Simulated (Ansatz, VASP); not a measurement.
**One calculation of HgS, two programs**

The input INCAR:

```
PREC = Accurate
ENCUT = 500
EDIFF = 1E-6
ISMEAR = 0
SIGMA = 0.05
LREAL = F
LASPH = T
NELM = 120
ALGO = Normal
ISIF = 2
LWAVE = F
LCHARG = F
GGA = B5
ALDAX = 1.0
AGGAX = 1.0
AGGAC = 1.0
ALDAC = 0.0
NBANDS = 16
GGA_COMPAT = F
```

File KPOINTS:

```
Automatic mesh
0
Gamma
  8 8 8
```

POSCAR

```
HgS
1.0
    0.0000000000      3.0273553218      3.0273553218
    3.0273553218      0.0000000000      3.0273553218
    3.0273553218      3.0273553218      0.0000000000
Hg S
1 1
Direct
    0.0000000000      0.0000000000      0.0000000000
    0.7500000000      0.7500000000      0.7500000000
```

Input for Ansatz:

```yaml
crystal:
  lattice:
    - [0.0, 3.0273553218, 3.0273553218]
    - [3.0273553218, 0.0, 3.0273553218]
    - [3.0273553218, 3.0273553218, 0.0]
  atoms:
    - { symbol: Hg, position: [0.0, 0.0, 0.0] }
    - { symbol: S, position: [0.75, 0.75, 0.75] }
basis:
  ecutwfc: 420
  ecutrho_ratio: 4
kpoints:
  mp_grid: { grid: [8, 8, 8] }
hamiltonian:
  xc: blyp
scf:
  occupations: { method: gaussian, width: 0.05 }
output:
  forces: true
  stress: true
  eigenvalues: true
```

Alike in both runs: task single point; functional BLYP; k mesh 8 × 8 × 8; occupations gaussian, width 0.05 eV; no spin polarisation.

```csv
,VASP,Ansatz
version,VASP 6.6.1,Ansatz 0.2.0
potentials or method,"VASP PAW PBE potentials, release 64 (Hg, S), cutoff 500 eV","scalar-relativistic, plane waves, PAW"
valence electrons in the cell,18,26
```

VASP gave:

- gap on the k mesh at the Fermi level (eV): none
- pressure (GPa): 2.2

What did Ansatz give for the same quantities?

gap on the k mesh at the Fermi level (eV): none; pressure (GPa): 1.9.

VASP's potentials were made for PBE, not for BLYP. A gap of «none» marks a metal or a gap that the smearing closes. VASP's potentials hold 18 valence electrons a cell and Ansatz's 26, so a difference there can come from the potentials and not from the codes.

Spin-orbit coupling is off throughout.
